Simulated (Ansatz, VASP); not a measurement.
Two plane-wave programs on Gd

Contents of INCAR:

```
PREC = Accurate ; ENCUT = 520
EDIFF = 1E-8 ; ISMEAR = -1
SIGMA = 0.05 ; LREAL = False
LASPH = True ; NELM = 200
ALGO = Normal ; ISIF = 2
LWAVE = False ; LCHARG = False
ISPIN = 2 ; MAGMOM = 7
LORBIT = 11 ; LMAXMIX = 6
GGA = PE ; LEFG = True
NBANDS = 19 ; GGA_COMPAT = False
```

Contents of KPOINTS:

```
Automatic mesh
0
Gamma
  10 10 10
```

File POSCAR:

```
Gd
1.0
    3.2924818792      0.0000000000      0.0000000000
    0.0000000000      3.2924818792      0.0000000000
    0.0000000000      0.0000000000      3.2924818792
Gd
1
Direct
    0.0000000000      0.0000000000      0.0000000000
```

Input for Ansatz:

```yaml
crystal:
  lattice:
    - [3.2924818792, 0.0, 0.0]
    - [0.0, 3.2924818792, 0.0]
    - [0.0, 0.0, 3.2924818792]
  atoms:
    - { symbol: Gd, position: [0.0, 0.0, 0.0], spin: 7.0 }
magnetization:
  spin_polarized: true
kpoints:
  mp_grid: { grid: [10, 10, 10] }
scf:
  occupations: { method: fermi_dirac, width: 0.05 }
hamiltonian:
  xc: pbe
  pseudopotentials: { kind: paw }
output:
  forces: true
  stress: true
  eigenvalues: true
  efg: { contact_densities: true }
```

Change from the starting cell: volume scaled by 1.03, PAW files.

Alike in both runs: task electric field gradients; functional PBE; k mesh 10 × 10 × 10; occupations fermi-dirac, width 0.05 eV; collinear spin.

|  | VASP | Ansatz |
| --- | --- | --- |
| version | VASP 6.6.1 | Ansatz 0.2.0 |
| potentials or method | VASP PAW PBE potentials, release 64 (Gd) | PAW with Ansatz's default frozen-core files, scalar-relativistic |
| plane-wave cutoff (eV) | 520 | 420 |
| valence electrons in the cell | 18 | 18 |

```csv
,VASP,Ansatz,Ansatz less VASP
pressure (GPa),-0.7,-0.7,+0.01
net moment per atom (μB),7.88,7.87,-0.007
size of the moment on the site where the two differ most (μB),7.14,7.49,+0.350
```

Site moments also hang on the region over which each program counts them.

Neither program's run includes spin-orbit coupling.
